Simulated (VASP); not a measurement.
Sn: density of states with PBEsol

The system is Sn.

```
Sn
1.0
     3.28163    0.00000    0.00000
    -1.09388    3.09395    0.00000
    -1.09388   -1.54698    2.67944
Sn
1
Direct
  0.00000 0.00000 0.00000
```

```json
{
  "Program": "VASP 6.6.1",
  "Task": "density of states",
  "Functional": "PBEsol",
  "Potentials or basis": "VASP PAW PBE potentials, release 64 (Sn_d)",
  "Cutoff": "520 eV",
  "k mesh": "10 × 10 × 10",
  "Occupations": "fermi-dirac, width 0.1 eV",
  "Spin": "no spin polarisation",
  "Dipole correction": "no",
  "k mesh for the DOS": "15 × 15 × 15",
  "Occupations for the DOS": "tetrahedron",
  "Further INCAR settings": "ALGO = Normal; EDIFF = 1e-06; NBANDS = 13"
}
```

```yaml
Valence_electrons_inside_the_program's_atomic_spheres: Sn 12.15
```

Levels at points of the mesh, in eV from the Fermi level:
```csv
k point,band 3,band 4,band 5,band 6,band 7,band 8,band 9,band 10,band 11,band 12
"(0.00, 0.00, 0.00)",-21.45,-21.31,-21.31,-11.10,7.94,7.94,7.94,12.12,12.12,12.12
```

Run time: 54 s on 1 thread of AMD EPYC 7R13, on a shared host, peak memory 0.13 GiB.

Caveat: spin-orbit coupling is left out, which moves the levels of the heavy elements.
